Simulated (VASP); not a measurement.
# Rh (I4/mmm) in VASP: a series of runs, part 2 of 2

VASP 6.6.1. The steps go on from the part before.

## Step 3: Single point, PBE (strain -0.0150 x Voigt [0, 0, 1, 0, 0, 0])

INCAR reads:

```
SYSTEM = Rh
ALGO = Fast
EDIFF = 1E-6
ENCUT = 520
GGA = PE
ISIF = 2
ISMEAR = 1
LASPH = .True.
LCHARG = .False.
LREAL = .False.
LWAVE = .False.
NBANDS = 14
NELM = 100
PREC = Accurate
SIGMA = 0.02
```

KPOINTS reads:

```
k-points
0
Gamma
  22 22 22
  0 0 0
```

POSCAR reads:

```
Rh
1.0
    0.0000000000      1.9015500000      1.8730267500
    1.9015500000      0.0000000000      1.8730267500
    1.9015500000      1.9015500000      0.0000000000
Rh
1
Direct
    0.0000000000      0.0000000000      0.0000000000
```

Potentials or basis: VASP PAW PBE potentials, release 64 (Rh_pv).

Command:

```sh
cat potpaw_PBE.64/Rh_pv/POTCAR > POTCAR
mpirun -np 1 vasp_std > vasp.out
```

OUTCAR:

```text
SYSTEM = Rh
   EDIFF = 1E-6
   ENCUT = 520
   GGA = PE
   ISIF = 2
   ISMEAR = 1
   LASPH = .True.
   LREAL = .False.
   NELM = 100
   PREC = Accurate

 ion  position               nearest neighbor table
   1  0.000  0.000  0.000-

  LATTYP: Found a body centered tetragonal cell.
 ALAT       =     2.6891977995
 C/A-ratio  =     1.3930003589

  Lattice vectors:

 A1 = (   0.0000000000,  -1.9015500000,  -1.8730267500)
 A2 = (   0.0000000000,   1.9015500000,  -1.8730267500)
 A3 = (   1.9015500000,   0.0000000000,   1.8730267500)

Analysis of symmetry for initial positions (statically):
=====================================================================
 Subroutine PRICEL returns:
 Original cell was already a primitive cell.

 Routine SETGRP: Setting up the symmetry group for a
 body centered tetragonal supercell.

 Subroutine GETGRP returns: Found 16 space group operations
 (whereof 16 operations were pure point group operations)
 out of a pool of 16 trial point group operations.

The static configuration has the point symmetry D_4h.

Analysis of symmetry for dynamics (positions and initial velocities):
=====================================================================
 Subroutine PRICEL returns:
 Original cell was already a primitive cell.

 Routine SETGRP: Setting up the symmetry group for a
 body centered tetragonal supercell.

 Subroutine GETGRP returns: Found 16 space group operations
 (whereof 16 operations were pure point group operations)
 out of a pool of 16 trial point group operations.

The dynamic configuration has the point symmetry D_4h.

 Subroutine INISYM returns: Found 16 space group operations
 (whereof 16 operations are pure point group operations),
 and found     1 'primitive' translations

----------------------------------------------------------------------------------------

[... 111 lines left out ...]
  volume/ion in A,a.u.               =      13.55        91.41
  Fermi-wavevector in a.u.,A,eV,Ry     =   1.693722  3.200670 39.030948  2.868694
  Thomas-Fermi vector in A             =   2.775076
   LORBIT       =      0    0 simple, 1 ext, 2 COOP (PROOUT), +10 PAW based schemes
   GGA     = PE    functional components
   LHFCALC =     F    Hartree Fock is set to
   AEXX    =    0.0000 exact exchange contribution
   IVDW    =     0    specifies the selected vdW correction
   LEPSILON=     F    determine dielectric tensor
   LRPA    =     F    only Hartree local field effects (RPA)
 non-spin polarized calculation
 RMM-DIIS sequential band-by-band and
 Methfessel and Paxton  Order N= 1 SIGMA  =   0.02
  energy-cutoff  :      520.00
  volume of cell :       13.55
 maximum number of plane-waves:       378
   NGX =  9   NGY =  9   NGZ =  9

 number of electron      15.0000007 magnetization

 Free energy of the ion-electron system (eV)
  ---------------------------------------------------
  ext. energy  EPLUGINS =         0.00000000
  ---------------------------------------------------
  free energy    TOTEN  =        -7.24095007 eV

  energy without entropy =       -7.24098178  energy(sigma->0) =       -7.24096064

 E-fermi :  12.1694     XC(G=0): -14.1285

 val. band max:       12.1690635969   @ k =  -0.1364   0.3636   0.2273
 cond. band min:      12.1712852025   @ k =   0.3182   0.0455   0.1818
 fundamental gap:      0.0022216056
 Fermi energy:        12.1693820410

 k-point     1 :       0.0000    0.0000    0.0000
  band No.  band energies     occupation
      1     -34.2305      2.00000
      2     -34.2305      2.00000
      3     -34.2253      2.00000
      4       4.1104      2.00000
      5       8.9745      2.00000
      6       8.9745      2.00000
      7       9.1399      2.00000
      8      11.0639      2.00000
      9      11.2602      2.00000
     10      28.1684      0.00000
     11      32.6620      0.00000
     12      33.5507      0.00000
     13      33.5507      0.00000
     14      34.0354      0.00000
[... 377 lines left out ...]
      1     -34.9873      2.00000
      2     -34.3453      2.00000
      3     -34.3373      2.00000
      4       6.0080      2.00000
      5       8.9226      2.00000
      6       8.9872      2.00000
      7      11.8928      2.00000
      8      12.7078      0.00000
      9      13.6502      0.00000
     10      21.1563      0.00000
     11      27.8339      0.00000
     12      32.6623      0.00000
     13      33.4249      0.00000
     14      33.6231      0.00000

 [... further k-points ...]
[... 5 lines left out ...]
  --------------------------------------------------------------------------------------
  -------------------------------------------------------------------------------------
  Total        0.7641490      0.7641490      1.0619739      0.0000000      0.0000000      0.0000000
  in kB       90.3855800     90.3855800    125.6131102      0.0000000      0.0000000      0.0000000
  external PRESSURE =     102.1280900 kB  Pullay stress =       0.0000000 kB

 VOLUME and BASIS-vectors are now :
 -----------------------------------------------------------------------------
  energy-cutoff  :      520.00
  volume of cell :       13.55
      direct lattice vectors                 reciprocal lattice vectors
     0.000000000  1.901550000  1.873026750    -0.262943388  0.262943388  0.266947602
     1.901550000  0.000000000  1.873026750     0.262943388 -0.262943388  0.266947602
     1.901550000  1.901550000  0.000000000     0.262943388  0.262943388 -0.266947602

 POSITION                                       TOTAL-FORCE (eV/Angst)
 -----------------------------------------------------------------------------------
      0.00000      0.00000      0.00000         0.000000      0.000000      0.000000
 -----------------------------------------------------------------------------------
    total drift:                                0.000000      0.000000      0.000000

  FREE ENERGIE OF THE ION-ELECTRON SYSTEM (eV)
  ---------------------------------------------------
  free  energy   TOTEN  =        -7.2409500709 eV

  energy  without entropy=       -7.2409817818  energy(sigma->0) =       -7.24096064
```

OSZICAR:

```text
N       E                     dE             d eps       ncg     rms          rms(c)
DAV:   1     0.119266300944E+03    0.11927E+03   -0.87981E+03 23478   0.115E+03
DAV:   2    -0.618765521599E+01   -0.12545E+03   -0.11995E+03 25992   0.340E+02
DAV:   3    -0.773082466481E+01   -0.15432E+01   -0.15407E+01 27846   0.415E+01
DAV:   4    -0.773639947428E+01   -0.55748E-02   -0.55746E-02 26664   0.255E+00
DAV:   5    -0.773644753567E+01   -0.48061E-04   -0.48061E-04 27282   0.209E-01    0.105E+01
RMM:   6    -0.726172405703E+01    0.47472E+00   -0.75369E-01 24899   0.855E+00    0.380E+00
RMM:   7    -0.724434590350E+01    0.17378E-01   -0.33477E-02 25397   0.198E+00    0.169E+00
RMM:   8    -0.724122253140E+01    0.31234E-02   -0.58599E-03 27642   0.861E-01    0.245E-01
RMM:   9    -0.724094371327E+01    0.27882E-03   -0.61139E-04 28707   0.283E-01    0.180E-02
RMM:  10    -0.724095269544E+01   -0.89822E-05   -0.72678E-05 28857   0.110E-01    0.159E-02
RMM:  11    -0.724094989571E+01    0.27997E-05   -0.49217E-06 27056   0.281E-02    0.166E-03
RMM:  12    -0.724095007095E+01   -0.17524E-06   -0.10448E-06 19793   0.133E-02
   1 F= -.72409501E+01 E0= -.72409606E+01  d E =0.317109E-04
```

Wall time 2.3 min (1 thread of Intel Xeon Platinum 8259CL at 2.50GHz (Skylake/Cascade Lake), shared host); peak memory 0.25 GiB.

What came out:

```
Free energy : -7.2410 eV
Pressure    : 10.2 GPa
```

Levels at points of the mesh, in eV from the Fermi level:
```csv
k point,band 4,band 5,band 6,band 7,band 8,band 9,band 10,band 11
"(0.00, 0.00, 0.00)",-8.06,-3.19,-3.19,-3.03,-1.11,-0.91,16.00,20.49
"(0.50, 0.00, 0.00)",-6.23,-3.31,-3.13,0.55,0.64,0.73,8.81,15.50
"(0.50, 0.50, 0.00)",-6.45,-6.08,0.56,1.03,1.03,3.51,12.76,13.24
"(0.50, 0.00, 0.50)",-6.45,-6.07,0.56,0.95,1.09,3.19,12.33,13.43
```

Caveat: the cell differs from its parent crystal (strain -0.0150 x Voigt [0, 0, 1, 0, 0, 0]).
